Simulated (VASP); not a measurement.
# Pb (Fm-3m) in VASP: single point with LDA

Aim: the single point of Pb with LDA.

All numbers are computed with VASP 6.6.1; they aren't measurements. Logs are shortened: lines on timing, memory, paths and dates and some standing lists are left out, and cuts for length are marked.

## Step 1: The cell of the first run

Symmetry: Fm-3m, No. 225, cubic system. Conventional cell: a = 4.879 Å, b = 4.879 Å, c = 4.879 Å, α = 90.00°, β = 90.00°, γ = 90.00°. Within 4.5 Å of Pb (site symmetry m-3m) lie 12 Pb at 3.45 Å.

## Step 2: Single point, LDA, non-collinear spin, zero start, spin-orbit coupling

INCAR

```
PREC = Accurate
ENCUT = 520
EDIFF = 1E-6
ISMEAR = -1
SIGMA = 0.05
LREAL = F
LASPH = T
NELM = 150
ALGO = Normal
ISIF = 2
LWAVE = F
LCHARG = F
MAGMOM = 0 0 0
LORBIT = 11
LSORBIT = T
GGA_COMPAT = F
LORBMOM = T
GGA = CA
NBANDS = 25
```

KPOINTS

```
Automatic mesh
0
Gamma
  15 15 15
```

POSCAR

```
Pb
1.0
    0.0000000000      2.4395921919      2.4395921919
    2.4395921919      0.0000000000      2.4395921919
    2.4395921919      2.4395921919      0.0000000000
Pb
1
Direct
    0.0000000000      0.0000000000      0.0000000000
```

Potentials or basis: VASP PAW LDA potentials, release 64 (Pb_d).

Started as:

```bash
$ cat potpaw_LDA.64/Pb_d/POTCAR > POTCAR
$ mpirun -np 1 vasp_ncl > vasp.out
```

OUTCAR:

```text
PREC = Accurate
   ENCUT = 520
   EDIFF = 1E-6
   ISMEAR = -1
   LREAL = F
   LASPH = T
   NELM = 150
   ISIF = 2
   LORBIT = 11
   LSORBIT = T
   GGA = CA

 ion  position               nearest neighbor table
   1  0.000  0.000  0.000-

  LATTYP: Found a face centered cubic cell.
 ALAT       =     4.8791843838

  Lattice vectors:

 A1 = (   0.0000000000,   2.4395921919,   2.4395921919)
 A2 = (   2.4395921919,   0.0000000000,   2.4395921919)
 A3 = (   2.4395921919,   2.4395921919,   0.0000000000)

Analysis of symmetry for initial positions (statically):
=====================================================================
 Subroutine PRICEL returns:
 Original cell was already a primitive cell.

 Routine SETGRP: Setting up the symmetry group for a
 face centered cubic supercell.

 Subroutine GETGRP returns: Found 48 space group operations
 (whereof 48 operations were pure point group operations)
 out of a pool of 48 trial point group operations.

The static configuration has the point symmetry O_h .

Analysis of symmetry for dynamics (positions and initial velocities):
=====================================================================
 Subroutine PRICEL returns:
 Original cell was already a primitive cell.

 Routine SETGRP: Setting up the symmetry group for a
 face centered cubic supercell.

 Subroutine GETGRP returns: Found 48 space group operations
 (whereof 48 operations were pure point group operations)
 out of a pool of 48 trial point group operations.

The dynamic configuration has the point symmetry O_h .

Analysis of structural, dynamic, and magnetic symmetry:
=====================================================================
 Subroutine PRICEL returns:
 Original cell was already a primitive cell.

 Routine SETGRP: Setting up the symmetry group for a
 face centered cubic supercell.

 Subroutine GETGRP returns: Found 48 space group operations
 (whereof 48 operations were pure point group operations)
 out of a pool of 48 trial point group operations.

The overall configuration has the point symmetry O_h .

 Subroutine INISYM returns: Found 48 space group operations
 (whereof 48 operations are pure point group operations),
 and found     1 'primitive' translations

----------------------------------------------------------------------------------------

                                     Primitive cell

  volume of cell :      29.0390

  direct lattice vectors                    reciprocal lattice vectors
     0.000000000  2.439592192  2.439592192    -0.204952287  0.204952287  0.204952287
     2.439592192  0.000000000  2.439592192     0.204952287 -0.204952287  0.204952287
     2.439592192  2.439592192  0.000000000     0.204952287  0.204952287 -0.204952287

  length of vectors
     3.450104364  3.450104364  3.450104364     0.354987775  0.354987775  0.354987775

  position of ions in fractional coordinates (direct lattice)
     0.000000000  0.000000000  0.000000000

  ion indices of the primitive-cell ions
   primitive index   ion index
                 1           1

----------------------------------------------------------------------------------------

 KPOINTS: Automatic mesh

Automatic generation of k-mesh.
 Grid dimensions read from file:
 generate k-points for:   15   15   15

 Generating k-lattice:

  Cartesian coordinates                     Fractional coordinates (reciprocal lattice)
    -0.013663486  0.013663486  0.013663486     0.066666667  0.000000000  0.000000000
     0.013663486 -0.013663486  0.013663486     0.000000000  0.066666667  0.000000000
     0.013663486  0.013663486 -0.013663486     0.000000000  0.000000000  0.066666667

  Length of vectors
     0.023665852  0.023665852  0.023665852

  Shift w.r.t. Gamma in fractional coordinates (k-lattice)
     0.000000000  0.000000000  0.000000000

 Subroutine IBZKPT returns following result:
 ===========================================

 Found    120 irreducible k-points:

 Following reciprocal coordinates:
            Coordinates               Weight
  0.000000  0.000000  0.000000      1.000000
  0.066667  0.000000  0.000000      8.000000
[... 43 lines left out ...]
   EDIFFG = 0.1E-04   stopping-criterion for IOM
   NSW    =      0    number of steps for IOM
   IBRION =     -1    ionic relax: 0-MD 1-quasi-New 2-CG
   NFREE  =      0    steps in history (QN), initial steepest desc. (CG)
   ISIF   =      2    stress and relaxation
   ISYM   =      2    0-nonsym 1-usesym 2-fastsym
   POTIM  = 0.5000    time-step for ionic-motion
   TEBEG  =    0.0;   TEEND  =   0.0 temperature during run
   PSTRESS=    0.0 pullay stress
   NELECT =      14.0000    total number of electrons
   NUPDOWN=      -1.0000    fix difference up-down
   EMIN   =  10.00;   EMAX   =-10.00  energy-range for DOS
   EFERMI =   0.00;   METHOD = LEGACY
   ISMEAR =    -1;   SIGMA  =   0.05  broadening in eV -4-tet -1-fermi 0-gaus
   EFERMI_NEDOS =   21; number of points for ismear=-14 and -15
   IALGO  =     38    algorithm
   IMIX   =      4    mixing-type and parameters
     AMIX     =   0.40;   BMIX     =  1.00
     AMIX_MAG =   1.60;   BMIX_MAG =  1.00
  volume/ion in A,a.u.               =      29.04       195.96
  Fermi-wavevector in a.u.,A,eV,Ry     =   1.283680  2.425804 22.420165  1.647836
  Thomas-Fermi vector in A             =   2.415919
   LORBIT       =     11    0 simple, 1 ext, 2 COOP (PROOUT), +10 PAW based schemes
   GGA     = CA    functional components
   LHFCALC =     F    Hartree Fock is set to
   AEXX    =    0.0000 exact exchange contribution
   IVDW    =     0    specifies the selected vdW correction
   LEPSILON=     F    determine dielectric tensor
   LRPA    =     F    only Hartree local field effects (RPA)
  energy-cutoff  :      520.00
  volume of cell :       29.04
 maximum number of plane-waves:      1602
 NGX is ok and might be reduce to    28
   NGX = 13   NGY = 13   NGZ = 13

 number of electron      14.0000000 magnetization       0.0000000      0.0000000      0.0000000

 number of electron      13.9999999 magnetization       0.0000000     -0.0000000      0.0000000

 number of electron      13.9999999 magnetization      -0.0000000      0.0000000     -0.0000000

 Free energy of the ion-electron system (eV)
  ---------------------------------------------------
  ext. energy  EPLUGINS =         0.00000000
  ---------------------------------------------------
  free energy    TOTEN  =        -4.81048814 eV

  energy without entropy =       -4.80627504  energy(sigma->0) =       -4.80838159

 E-fermi :   7.3620     XC(G=0): -10.6493

 val. band max:        7.3430477872   @ k =  -0.4000   0.2667   0.0000
 cond. band min:       7.5106885409   @ k =  -0.2667   0.2667   0.0000
 fundamental gap:      0.1676407536
 Fermi energy:         7.3619833595

 k-point     1 :       0.0000    0.0000    0.0000
  band No.  band energies     occupation
      1     -10.9392      1.00000
      2     -10.9392      1.00000
      3     -10.9392      1.00000
      4     -10.9392      1.00000
      5      -8.4648      1.00000
      6      -8.4648      1.00000
[... 661 lines left out ...]
     24      21.8123      0.00000
     25      22.6693      0.00000

 [... further k-points ...]

------------------------ aborting loop because EDIFF is reached ----------------------------------------

  FORCE on cell =-STRESS in cart. coord.  units (eV):
  Direction    XX          YY          ZZ          XY          YZ          ZX
  --------------------------------------------------------------------------------------
  -------------------------------------------------------------------------------------
  Total        0.0048286      0.0048286      0.0048286      0.0000000     -0.0000000      0.0000000
  in kB        0.2664123      0.2664123      0.2664123      0.0000000     -0.0000000      0.0000000
  external PRESSURE =       0.2664123 kB  Pullay stress =       0.0000000 kB

 VOLUME and BASIS-vectors are now :
 -----------------------------------------------------------------------------
  energy-cutoff  :      520.00
  volume of cell :       29.04
      direct lattice vectors                 reciprocal lattice vectors
     0.000000000  2.439592192  2.439592192    -0.204952287  0.204952287  0.204952287
     2.439592192  0.000000000  2.439592192     0.204952287 -0.204952287  0.204952287
     2.439592192  2.439592192  0.000000000     0.204952287  0.204952287 -0.204952287

 POSITION                                       TOTAL-FORCE (eV/Angst)
 -----------------------------------------------------------------------------------
      0.00000      0.00000      0.00000        -0.000000     -0.000000     -0.000000
 -----------------------------------------------------------------------------------
    total drift:                               -0.000000     -0.000000     -0.000000

  FREE ENERGIE OF THE ION-ELECTRON SYSTEM (eV)
  ---------------------------------------------------
  free  energy   TOTEN  =        -4.8104881439 eV

  energy  without entropy=       -4.8062750388  energy(sigma->0) =       -4.80838159

 orbital moment (x)

 # of ion     p       d       tot
 ----------------------------------------
  1         0.000   0.000   0.000
 ----------------------------------------
            0.000   0.000   0.000

 orbital moment (y)

 # of ion     p       d       tot
 ----------------------------------------
  1         0.000   0.000   0.000
 ----------------------------------------
            0.000   0.000   0.000

 orbital moment (z)

 # of ion     p       d       tot
 ----------------------------------------
  1         0.000   0.000   0.000
 ----------------------------------------
            0.000   0.000   0.000

 Spin-Orbit-Coupling matrix elements

 Ion:    1  E_soc:     -1.1628359
 l=   1
     0.0000000    -0.1248417    -0.1248417
    -0.1248417     0.0000000    -0.1248417
    -0.1248417    -0.1248417     0.0000000
 l=   2
     0.0000000    -0.0138918     0.0000000    -0.0138918    -0.0550724
    -0.0138918     0.0000000    -0.0413043    -0.0138918    -0.0137681
     0.0000000    -0.0413043     0.0000000    -0.0413043     0.0000000
    -0.0138918    -0.0138918    -0.0413043     0.0000000    -0.0137681
    -0.0550724    -0.0137681     0.0000000    -0.0137681     0.0000000
 l=   3
     0.0000000     0.0000000     0.0000000     0.0000000     0.0000000     0.0000000     0.0000000
     0.0000000     0.0000000     0.0000000     0.0000000     0.0000000     0.0000000     0.0000000
     0.0000000     0.0000000     0.0000000     0.0000000     0.0000000     0.0000000     0.0000000
     0.0000000     0.0000000     0.0000000     0.0000000     0.0000000     0.0000000     0.0000000
     0.0000000     0.0000000     0.0000000     0.0000000     0.0000000     0.0000000     0.0000000
     0.0000000     0.0000000     0.0000000     0.0000000     0.0000000     0.0000000     0.0000000
     0.0000000     0.0000000     0.0000000     0.0000000     0.0000000     0.0000000     0.0000000

 total charge

# of ion       s       p       d       tot
------------------------------------------
    1        1.398   0.788   9.809  11.995

 magnetization (x)

# of ion       s       p       d       tot
------------------------------------------
    1       -0.000  -0.000   0.000  -0.000

 magnetization (y)

# of ion       s       p       d       tot
------------------------------------------
    1       -0.000  -0.000  -0.000  -0.000

 magnetization (z)

# of ion       s       p       d       tot
------------------------------------------
    1       -0.000  -0.000   0.000  -0.000
```

It took 1.7 min on 1 thread of Intel Xeon Platinum 8488C (Sapphire Rapids), shared host; peak memory 0.28 GiB.

What came out:

| Quantity | Value |
| --- | --- |
| Free energy | -4.8105 eV |
| Pressure | 0.0 GPa |
| Net moment | 0.00 μB per cell |
| Valence electrons inside the program's atomic spheres | Pb 11.99 |

Moments on the atoms (μB; x, y, z):
```
Pb  0.00 0.00 0.00
```
